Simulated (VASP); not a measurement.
Input of a VASP 6.6.1 run:

The input INCAR:

```
SYSTEM = CdTe
PREC     = Accurate       ! precision mode
ENCUT    = 520            ! plane-wave cutoff, eV
EDIFF    = 1E-7           ! SCF threshold, eV
ISMEAR   = 0              ! smearing method
SIGMA    = 0.05           ! smearing width, eV
LREAL    = .FALSE.        ! projectors in reciprocal space
LASPH    = .TRUE.         ! aspherical terms in the spheres
NELM     = 80             ! most SCF steps
ALGO     = Normal         ! electronic algorithm
ISIF     = 2              ! what is computed and relaxed
LWAVE    = .FALSE.        ! write WAVECAR
LCHARG   = .TRUE.         ! write CHGCAR
GGA      = PE             ! functional
LELF     = .TRUE.         ! ELF
LVHAR    = .TRUE.       
NBANDS   = 16             ! bands
```

Contents of KPOINTS:

```
regular mesh
0
G
  4 4 4
  0 0 0
```

POSCAR

```
CdTe
1.0
    0.0000000000      3.2049986979      3.2049986979
    3.2049986979      0.0000000000      3.2049986979
    3.2049986979      3.2049986979      0.0000000000
Cd Te
1 1
Direct
    0.0000000000      0.0000000000      0.0000000000
    0.2500000000      0.2500000000      0.2500000000
```

Potentials or basis: VASP PAW PBE potentials, release 64 (Cd, Te).

The run is started by

```console
$ cat potpaw_PBE.64/Cd/POTCAR potpaw_PBE.64/Te/POTCAR > POTCAR
$ mpirun -np 1 vasp_std > vasp.out
```

(1) What does it give for the band gap on the k mesh?

(2) Estimate the pressure.

## Answers

(1) 0.86 eV.

(2) 4.6 GPa.

Caveat: the k points lie up to 0.42 Å⁻¹ apart; spin-orbit coupling is left out, which moves the levels of the heavy elements.
